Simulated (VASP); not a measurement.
Wanted: the native input for a VASP 6.6.1 run.

```
Task                   : relaxation of cell and atoms
Functional             : PBE
Potentials or basis    : VASP PAW PBE potentials, release 64 (Ga_d, Sb, As)
Cutoff                 : 600 eV
k mesh                 : 6 × 6 × 6
Occupations            : gaussian, width 0.1 eV
Spin                   : no spin polarisation
Dipole correction      : no
Further INCAR settings : ALGO = Normal; EDIFF = 1e-07; IBRION = 2; EDIFFG = -0.01; NSW = 100; ISIF = 3
```

The structure of Ga4Sb3As lies in POSCAR:

```
Ga4Sb3As
1.0
    6.0994020946      0.0000000000      0.0000000000
    0.0000000000      6.0994020946      0.0000000000
    0.0000000000      0.0000000000      6.0994020946
Ga Sb As
4 3 1
Direct
    0.7587978435      0.7587978435      0.7587978435
    0.7587978435      0.2412021565      0.2412021565
    0.2412021565      0.7587978435      0.2412021565
    0.2412021565      0.2412021565      0.7587978435
    0.5000000000      0.5000000000      0.0000000000
    0.5000000000      0.0000000000      0.5000000000
    0.0000000000      0.5000000000      0.5000000000
    0.0000000000      0.0000000000      0.0000000000
```

One way to write it, as run:

INCAR

```
ALGO     = Normal         # electronic algorithm
EDIFF    = 1E-7           # SCF threshold, eV
EDIFFG   = -0.01          # ionic threshold
ENCUT    = 600            # plane-wave cutoff, eV
GGA      = PE             # functional
IBRION   = 2              # ionic algorithm
ISIF     = 3              # what is computed and relaxed
ISMEAR   = 0              # smearing method
LASPH    = True           # aspherical terms in the spheres
LCHARG   = False          # write CHGCAR
LREAL    = False          # projectors in reciprocal space
LWAVE    = False          # write WAVECAR
NELM     = 60             # most SCF steps
NSW      = 100            # ionic steps
PREC     = Accurate       # precision mode
SIGMA    = 0.1            # smearing width, eV
```

KPOINTS

```
k-points
0
Gamma
  6 6 6
```

Potentials or basis: VASP PAW PBE potentials, release 64 (Ga_d, Sb, As).

Launch:

```bash
$ cat potpaw_PBE.64/Ga_d/POTCAR potpaw_PBE.64/Sb/POTCAR potpaw_PBE.64/As/POTCAR > POTCAR
$ mpirun -np 1 vasp_std > vasp.out
```

Results of the run:

```
Relaxed volume                         : 28.44 Å³/atom
Relaxed cell                           : a = 6.105 Å, b = 6.105 Å, c = 6.105 Å, α = 90.00°, β = 90.00°, γ = 90.00°
Space group after relaxing (to 0.05 Å) : P-43m (No. 215)
Energy gained by relaxing              : 0.0 meV/atom
Ionic steps                            : 2
Pressure after relaxing                : 0.0 GPa
Largest force after relaxing           : 0.005 eV/Å
Band gap on the k mesh                 : zero (band 36 reaches 4.23 eV, above the bottom of band 37 at 4.05 eV)
```

Caveat: spin-orbit coupling is left out, which moves the levels of the heavy elements.

It took 3.8 min on 1 thread of AMD EPYC 9R45 96-Core Processor (Zen 5), on a shared host, peak memory 0.47 GiB.
